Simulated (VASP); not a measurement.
Set up this calculation in VASP 6.6.1, as the native input.

- Task: single point
- Functional: r2SCAN
- Potentials or basis: VASP PAW PBE potentials, release 64 (Co, O)
- Cutoff: 520 eV
- k mesh: 6 × 6 × 6
- Occupations: fermi-dirac, width 0.05 eV
- Spin: collinear spin, ferromagnetic start
- Starting moments: [2.0, 0.0] μB
- Dipole correction: no
- Further INCAR settings: ALGO = Normal; EDIFF = 1e-07; NBANDS = 18

Crystal: CoO.

```
CELL_PARAMETERS angstrom
1.60222 0.92504 2.56647
-1.60222 0.92504 2.56647
0.00000 -1.85008 2.56647
ATOMIC_POSITIONS crystal
Co 0.99898 0.99898 0.99898
O 0.75102 0.75102 0.75102
```

These files were run (other wordings do the same):

POSCAR

```
CoO
1.0
    1.6022198417      0.9250420569      2.5664708903
   -1.6022198417      0.9250420569      2.5664708903
    0.0000000000     -1.8500841138      2.5664708903
Co O
1 1
Direct
    0.9989783200      0.9989783200      0.9989783200
    0.7510210300      0.7510210300      0.7510210300
```

INCAR.step1

```
  ALGO = Normal
  EDIFF = 1E-4
  ENCUT = 520
  GGA = PE
  ISMEAR = -1
  ISPIN = 2
  LASPH = True
  LCHARG = False
  LMAXMIX = 4
  LREAL = False
  LWAVE = True
  MAGMOM = 2 0
  NBANDS = 18
  NELM = 150
  PREC = Accurate
  SIGMA = 0.05
```

INCAR.step2

```
  ALGO = Normal
  EDIFF = 1E-7
  ENCUT = 520
  ISIF = 2
  ISMEAR = -1
  ISPIN = 2
  ISTART = 1
  LASPH = True
  LCHARG = False
  LMAXMIX = 4
  LMIXTAU = True
  LORBIT = 11
  LREAL = False
  LWAVE = False
  MAGMOM = 2 0
  METAGGA = R2SCAN
  NBANDS = 18
  NELM = 150
  PREC = Accurate
  SIGMA = 0.05
```

KPOINTS

```
k-points
0
Gamma
  6 6 6
```

Potentials or basis: VASP PAW PBE potentials, release 64 (Co, O).

Command:

```console
$ cat potpaw_PBE.64/Co/POTCAR potpaw_PBE.64/O/POTCAR > POTCAR
$ cp INCAR.step1 INCAR
$ mpirun -np 1 vasp_std > vasp.out
$ cp INCAR.step2 INCAR
$ mpirun -np 1 vasp_std > vasp.out
```

Results of the run:

```
Pressure                                              : 3.8 GPa
Largest force                                         : 0.363 eV/Å
Net moment                                            : 2.99 μB per cell
Site moments                                          : Co +2.62; O +0.28 μB
Valence electrons inside the program's atomic spheres : Co 7.99; O 5.06
```

Caveat: the k points lie up to 0.40 Å⁻¹ apart; the PAW data sets were made with another functional, which shifts forces and pressure a little; a cell with one magnetic atom can't hold antiferromagnetic order, which such compounds often take.

It took 4.6 min on 1 thread of AMD EPYC 7R13 (shared host), peak memory 0.14 GiB.
